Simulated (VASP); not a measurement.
# AlN in VASP: notebook

Runs on AlN. Level: PBE. Tasks: single point.

Program: VASP 6.6.1. These are calculated values, not measurements. Logs are shortened: lines on timing, memory, paths and dates and some standing lists are left out, and cuts for length are marked.

### Step 1. The cell of the first run

The structure is hexagonal, space group P6_3mc (No. 186). Conventional cell: a = 3.182 Å, b = 3.182 Å, c = 5.101 Å, α = 90.00°, β = 90.00°, γ = 120.00°. Al (site symmetry 3m) has 4 N at 1.93 to 1.95 Å within 2.6 Å. Within 2.6 Å of N (site symmetry 3m) lie 4 Al at 1.93 to 1.95 Å.

### Step 2. Single point, PBE (the cell strained)

INCAR

```
PREC = Accurate
ENCUT = 520
EDIFF = 1E-6
ISMEAR = 0
SIGMA = 0.05
LREAL = F
LASPH = T
NELM = 80
ALGO = Normal
ISIF = 2
LWAVE = F
LCHARG = T
GGA = PE
LELF = T
LVHAR = T
NBANDS = 16
```

KPOINTS

```
regular mesh
0
Gamma
  9 9 6
```

POSCAR

```
AlN
1.0
    3.1821581281      0.0000000000      0.0000000000
   -1.5910790640      2.7558297778      0.0000000000
    0.0000000000      0.0000000000      5.1007394676
Al N
2 2
Direct
    0.3333333333      0.6666666667      0.0017290859
    0.6666666667      0.3333333333      0.5017290859
    0.3333333333      0.6666666667      0.3832709141
    0.6666666667      0.3333333333      0.8832709141
```

Potentials or basis: VASP PAW PBE potentials, release 64 (Al, N).

Started as:

```sh
$ cat potpaw_PBE.64/Al/POTCAR potpaw_PBE.64/N/POTCAR > POTCAR
$ mpirun -np 1 vasp_std > vasp.out
```

OUTCAR:

```text
PREC = Accurate
   ENCUT = 520
   EDIFF = 1E-6
   ISMEAR = 0
   LREAL = F
   LASPH = T
   NELM = 80
   ISIF = 2
   GGA = PE

 ion  position               nearest neighbor table
   1  0.333  0.667  0.002-   4 1.93   4 1.93   4 1.93   3 1.95   2 3.14   2 3.14   2 3.14   2 3.14
                             2 3.14   2 3.14
   2  0.667  0.333  0.502-   3 1.93   3 1.93   3 1.93   4 1.95   1 3.14   1 3.14   1 3.14   1 3.14
                             1 3.14   1 3.14
   3  0.333  0.667  0.383-   2 1.93   2 1.93   2 1.93   1 1.95
   4  0.667  0.333  0.883-   1 1.93   1 1.93   1 1.93   2 1.95

  LATTYP: Found a hexagonal cell.
 ALAT       =     3.1821581281
 C/A-ratio  =     1.6029182908

  Lattice vectors:

 A1 = (   3.1821581281,   0.0000000000,   0.0000000000)
 A2 = (  -1.5910790640,   2.7558297778,   0.0000000000)
 A3 = (   0.0000000000,   0.0000000000,   5.1007394676)

Analysis of symmetry for initial positions (statically):
=====================================================================
 Subroutine PRICEL returns:
 Original cell was already a primitive cell.

 Routine SETGRP: Setting up the symmetry group for a
 hexagonal supercell.

 Subroutine GETGRP returns: Found 12 space group operations
 (whereof  6 operations were pure point group operations)
 out of a pool of 24 trial point group operations.

The static configuration has the point symmetry C_3v.
 The point group associated with its full space group is C_6v.

Analysis of symmetry for dynamics (positions and initial velocities):
=====================================================================
 Subroutine PRICEL returns:
 Original cell was already a primitive cell.

 Routine SETGRP: Setting up the symmetry group for a
 hexagonal supercell.

 Subroutine GETGRP returns: Found 12 space group operations
 (whereof  6 operations were pure point group operations)
 out of a pool of 24 trial point group operations.

The dynamic configuration has the point symmetry C_3v.
 The point group associated with its full space group is C_6v.

 Subroutine INISYM returns: Found 12 space group operations
 (whereof  6 operations are pure point group operations),
 and found     1 'primitive' translations

----------------------------------------------------------------------------------------
[... 91 lines left out ...]
   ISPIN  =      1    spin polarized calculation?
   LNONCOLLINEAR =      F non collinear calculations
   LSORBIT =      F    spin-orbit coupling
   LASPH  =      T    aspherical Exc in radial PAW
   ENCUT  =  520.0 eV  38.22 Ry    6.18 a.u.   5.92  5.92  9.48*2*pi/ulx,y,z
   NELM   =     80;   NELMIN=  2; NELMDL= -5     # of ELM steps
   EDIFF  = 0.1E-05   stopping-criterion for ELM
   LREAL  =      F    real-space projection
   EDIFFG = 0.1E-04   stopping-criterion for IOM
   NSW    =      0    number of steps for IOM
   IBRION =     -1    ionic relax: 0-MD 1-quasi-New 2-CG
   NFREE  =      0    steps in history (QN), initial steepest desc. (CG)
   ISIF   =      2    stress and relaxation
   ISYM   =      2    0-nonsym 1-usesym 2-fastsym
   POTIM  = 0.5000    time-step for ionic-motion
   TEBEG  =    0.0;   TEEND  =   0.0 temperature during run
   PSTRESS=    0.0 pullay stress
   NELECT =      16.0000    total number of electrons
   NUPDOWN=      -1.0000    fix difference up-down
   EMIN   =  10.00;   EMAX   =-10.00  energy-range for DOS
   EFERMI =   0.00;   METHOD = LEGACY
   ISMEAR =     0;   SIGMA  =   0.05  broadening in eV -4-tet -1-fermi 0-gaus
   EFERMI_NEDOS =   21; number of points for ismear=-14 and -15
   IALGO  =     38    algorithm
   IMIX   =      4    mixing-type and parameters
     AMIX     =   0.40;   BMIX     =  1.00
     AMIX_MAG =   1.60;   BMIX_MAG =  1.00
  volume/ion in A,a.u.               =      11.18        75.46
  Fermi-wavevector in a.u.,A,eV,Ry     =   1.162106  2.196062 18.374536  1.350490
  Thomas-Fermi vector in A             =   2.298671
   LORBIT       =      0    0 simple, 1 ext, 2 COOP (PROOUT), +10 PAW based schemes
   GGA     = PE    functional components
   LHFCALC =     F    Hartree Fock is set to
   AEXX    =    0.0000 exact exchange contribution
   IVDW    =     0    specifies the selected vdW correction
   LEPSILON=     F    determine dielectric tensor
   LRPA    =     F    only Hartree local field effects (RPA)
 non-spin polarized calculation
 Gauss-broadening in eV      SIGMA  =   0.05
  energy-cutoff  :      520.00
  volume of cell :       44.73
 maximum number of plane-waves:      1226
 NGX is ok and might be reduce to    24
   NGX = 11   NGY = 11   NGZ = 19

 number of electron      16.0000003 magnetization

 Free energy of the ion-electron system (eV)
  ---------------------------------------------------
  ext. energy  EPLUGINS =         0.00000000
  ---------------------------------------------------
  free energy    TOTEN  =       -29.71748564 eV

  energy without entropy =      -29.71748564  energy(sigma->0) =      -29.71748564

 E-fermi :   5.7537     XC(G=0): -10.6157

 val. band max:        5.5078951365   @ k =   0.0000   0.0000   0.0000
 cond. band min:       9.1276719425   @ k =   0.0000   0.0000   0.0000
 fundamental gap:      3.6197768059
 Fermi energy:         5.7537485479

 k-point     1 :       0.0000    0.0000    0.0000
  band No.  band energies     occupation
      1      -9.2742      2.00000
      2      -7.3371      2.00000
      3      -0.1828      2.00000
      4       4.6843      2.00000
      5       4.6843      2.00000
      6       5.3148      2.00000
[... 433 lines left out ...]
      3       1.1008      2.00000
      4       1.4666      2.00000
      5       1.4666      2.00000
      6       2.9864      2.00000
[... 8 lines left out ...]
     15      18.1374      0.00000
     16      19.6805      0.00000

 [... further k-points ...]
[... 5 lines left out ...]
  --------------------------------------------------------------------------------------
  -------------------------------------------------------------------------------------
  Total       -2.5480373     -2.5480373     -2.3622718     -0.0000000     -0.0000000      0.0000000
  in kB      -91.2660113    -91.2660113    -84.6122330     -0.0000000     -0.0000000      0.0000000
  external PRESSURE =     -89.0480852 kB  Pullay stress =       0.0000000 kB

 VOLUME and BASIS-vectors are now :
 -----------------------------------------------------------------------------
  energy-cutoff  :      520.00
  volume of cell :       44.73
      direct lattice vectors                 reciprocal lattice vectors
     3.182158128  0.000000000  0.000000000     0.314252140  0.181433557  0.000000000
    -1.591079064  2.755829778  0.000000000     0.000000000  0.362867115  0.000000000
     0.000000000  0.000000000  5.100739468     0.000000000  0.000000000  0.196050005

 POSITION                                       TOTAL-FORCE (eV/Angst)
 -----------------------------------------------------------------------------------
     -0.00000      1.83722      0.00882         0.000000     -0.000000      0.016329
      1.59108      0.91861      2.55919        -0.000000      0.000000      0.016329
     -0.00000      1.83722      1.95497         0.000000      0.000000     -0.016329
      1.59108      0.91861      4.50533         0.000000     -0.000000     -0.016329
 -----------------------------------------------------------------------------------
    total drift:                               -0.000000      0.000000      0.000015

  FREE ENERGIE OF THE ION-ELECTRON SYSTEM (eV)
  ---------------------------------------------------
  free  energy   TOTEN  =       -29.7174856388 eV

  energy  without entropy=      -29.7174856388  energy(sigma->0) =      -29.71748564
```

OSZICAR:

```text
N       E                     dE             d eps       ncg     rms          rms(c)
DAV:   1     0.421172332700E+02    0.42117E+02   -0.72400E+03  1536   0.887E+02
DAV:   2    -0.305057981957E+02   -0.72623E+02   -0.66195E+02  2192   0.182E+02
DAV:   3    -0.341987484355E+02   -0.36930E+01   -0.36810E+01  1920   0.431E+01
DAV:   4    -0.342227492601E+02   -0.24001E-01   -0.23999E-01  1896   0.393E+00
DAV:   5    -0.342230695597E+02   -0.32030E-03   -0.32030E-03  1912   0.459E-01    0.118E+01
DAV:   6    -0.296985380838E+02    0.45245E+01   -0.10724E+01  1856   0.233E+01    0.401E+00
DAV:   7    -0.297295713926E+02   -0.31033E-01   -0.61078E-01  1616   0.553E+00    0.285E+00
DAV:   8    -0.297226901896E+02    0.68812E-02   -0.67973E-02  1696   0.241E+00    0.692E-01
DAV:   9    -0.297168907457E+02    0.57994E-02   -0.13040E-02  2000   0.845E-01    0.266E-01
DAV:  10    -0.297175863247E+02   -0.69558E-03   -0.27054E-03  1656   0.322E-01    0.151E-01
DAV:  11    -0.297174823884E+02    0.10394E-03   -0.20717E-04  1744   0.110E-01    0.380E-02
DAV:  12    -0.297174858224E+02   -0.34340E-05   -0.14557E-05  1672   0.303E-02    0.712E-03
DAV:  13    -0.297174856388E+02    0.18361E-06   -0.50971E-06  1800   0.170E-02
   1 F= -.29717486E+02 E0= -.29717486E+02  d E =-.183476E-14
```

It took 43 s on 1 thread of Intel Xeon 8259CL, shared host; peak memory 0.17 GiB.

Results:

```
Free energy            : -29.7175 eV
Pressure               : -8.9 GPa
Largest force          : 0.016 eV/Å
Band gap on the k mesh : 3.62 eV
```

Forces in eV/Å, atoms in the order of the input:
```
Al   0.000  0.000  0.016
Al   0.000  0.000  0.016
N    0.000  0.000 -0.016
N    0.000  0.000 -0.016
```

Stress tensor (GPa, compression positive):
```
-9.13  0.00  0.00
 0.00 -9.13  0.00
 0.00  0.00 -8.46
```

Levels at points of the mesh, in eV from the valence-band top:
```csv
k point,band 6,band 7,band 8,band 9,band 10,band 11
"(0.00, 0.00, 0.00)",-0.19,-0.19,0.00,3.62,6.09,10.07
"(0.00, 0.00, 0.50)",-0.52,-0.52,-0.52,5.89,5.89,9.77
```

Caveat: the cell differs from its parent crystal (the cell strained); the cell stands under tension.

### Step 3. Single point, PBE (atoms displaced along a vibrational mode, the cell strained)

INCAR

```
  PREC = Accurate
  ENCUT = 520
  EDIFF = 1E-6
  ISMEAR = 0
  SIGMA = 0.05
  LREAL = F
  LASPH = T
  NELM = 100
  ALGO = Normal
  ISIF = 2
  LWAVE = F
  LCHARG = F
  GGA = PE
  NBANDS = 16
```

KPOINTS is that of step 2.

POSCAR

```
AlN
1.0
    3.2081362066      0.0000000000      0.0000000000
   -1.6040681033      2.7783274538      0.0000000000
    0.0000000000      0.0000000000      5.1423802048
Al N
2 2
Direct
    0.3333333333      0.6666666667      0.0017290859
    0.6666666667      0.3333333333      0.5017290859
    0.3333333333      0.6666666667      0.3832709141
    0.6666666667      0.3333333333      0.8832709141
```

Potentials or basis: VASP PAW PBE potentials, release 64 (Al, N).

Started as:

```sh
$ cat potpaw_PBE.64/Al/POTCAR potpaw_PBE.64/N/POTCAR > POTCAR
$ mpirun -np 1 vasp_std > vasp.out
```

It took 39 s on 1 thread of Intel Xeon 8259CL, shared host; peak memory 0.17 GiB.

It converged, with:

```yaml
Free_energy: -29.6436 eV
Pressure: -12.6 GPa
Largest_force: 0.024 eV/Å
Band_gap_on_the_k_mesh: 3.42 eV
```

Forces in eV/Å, atoms in the order of the input:
```
Al   0.000  0.000  0.024
Al   0.000  0.000  0.024
N    0.000  0.000 -0.024
N    0.000  0.000 -0.024
```

Stress tensor (GPa, compression positive):
```
-12.87   0.00   0.00
  0.00 -12.87   0.00
  0.00   0.00 -11.97
```

Levels at points of the mesh, in eV from the valence-band top:
```csv
k point,band 6,band 7,band 8,band 9,band 10,band 11
"(0.00, 0.00, 0.00)",-0.19,-0.19,0.00,3.42,5.88,9.88
"(0.00, 0.00, 0.50)",-0.51,-0.51,-0.51,5.69,5.69,9.58
```

Caveat: the cell differs from its parent crystal (atoms displaced along a vibrational mode, the cell strained); the cell stands under tension.

### Step 4. Single point, PBE (atoms displaced along a vibrational mode, the cell strained)

INCAR

```
SYSTEM = AlN
PREC = Accurate
ENCUT = 520
EDIFF = 1E-7
ISMEAR = 0
SIGMA = 0.05
LREAL = .FALSE.
LASPH = .TRUE.
NELM = 80
ALGO = Normal
ISIF = 2
LWAVE = .FALSE.
LCHARG = .TRUE.
GGA = PE
LELF = .TRUE.
LVHAR = .TRUE.
NBANDS = 16
```

KPOINTS

```
regular mesh
0
G
  9 9 6
  0 0 0
```

POSCAR

```
AlN
1.0
    3.0516417575      0.0000000000      0.0000000000
   -1.5258208787      2.6427992853      0.0000000000
    0.0000000000      0.0000000000      4.8915323900
Al N
2 2
Direct
    0.3239719789      0.6666666667      0.0017290859
    0.6760280211      0.3333333333      0.5017290859
    0.3416130132      0.6666666667      0.3832709141
    0.6583869868      0.3333333333      0.8832709141
```

Started as:

```sh
$ cat potpaw_PBE.64/Al/POTCAR potpaw_PBE.64/N/POTCAR > POTCAR
$ mpirun -np 1 vasp_std > vasp.out
```

Wall time 2 min (1 thread of Intel Xeon 8259CL, shared host); peak memory 0.21 GiB.

Results (log left out):

```yaml
Free_energy: -29.6201 eV
Pressure: 16.9 GPa
Largest_force: 0.169 eV/Å
Band_gap_on_the_k_mesh: 4.71 eV
```

Forces in eV/Å, atoms in the order of the input:
```
Al   0.167  0.004 -0.024
Al  -0.167 -0.004 -0.024
N   -0.059  0.002  0.024
N    0.059 -0.002  0.024
```

Stress tensor (GPa, compression positive):
```
17.20 -0.03  0.00
-0.03 17.28  0.00
 0.00  0.00 16.20
```

Levels at points of the mesh, in eV from the valence-band top:
| k point | band 5 | band 6 | band 7 | band 8 | band 9 | band 10 | band 11 | band 12 |
| --- | --- | --- | --- | --- | --- | --- | --- | --- |
| (0.00, 0.00, 0.00) | -0.87 | -0.27 | -0.18 | 0.00 | 4.71 | 7.17 | 11.07 | 11.47 |
| (0.00, 0.00, 0.50) | -0.58 | -0.58 | -0.55 | -0.55 | 6.97 | 6.97 | 10.79 | 10.79 |

Caveat: the cell differs from its parent crystal (atoms displaced along a vibrational mode, the cell strained); the cell stands under pressure; an odd mesh through Γ misses points on the zone boundary, where band edges can lie.

### Step 5. Overview

```tsv
cell	gap on the mesh (eV)	pressure (GPa)	largest force (eV/Å)
a = 3.182, b = 3.182, c = 5.101 Å, angles 90.0, 90.0, 120.0°, 4 atoms, atomic positions A	3.62	-8.9	0.02
a = 3.208, b = 3.208, c = 5.142 Å, angles 90.0, 90.0, 120.0°, 4 atoms, atomic positions A	3.42	-12.6	0.02
a = 3.052, b = 3.052, c = 4.892 Å, angles 90.0, 90.0, 120.0°, 4 atoms, atomic positions B	4.71	16.9	0.17
```

Alike in all rows: task single point; level PBE; potentials or basis VASP PAW PBE potentials, release 64 (Al, N); no spin polarisation; k mesh 9 × 9 × 6; cutoff (eV) 520; smearing gaussian 0.05 eV.

Caveats: the cell stands under tension (at least some runs); the cell stands under pressure (at least some runs); an odd mesh through Γ misses points on the zone boundary, where band edges can lie (at least some runs).

Absolute energies hang on the potentials; compare differences alone.
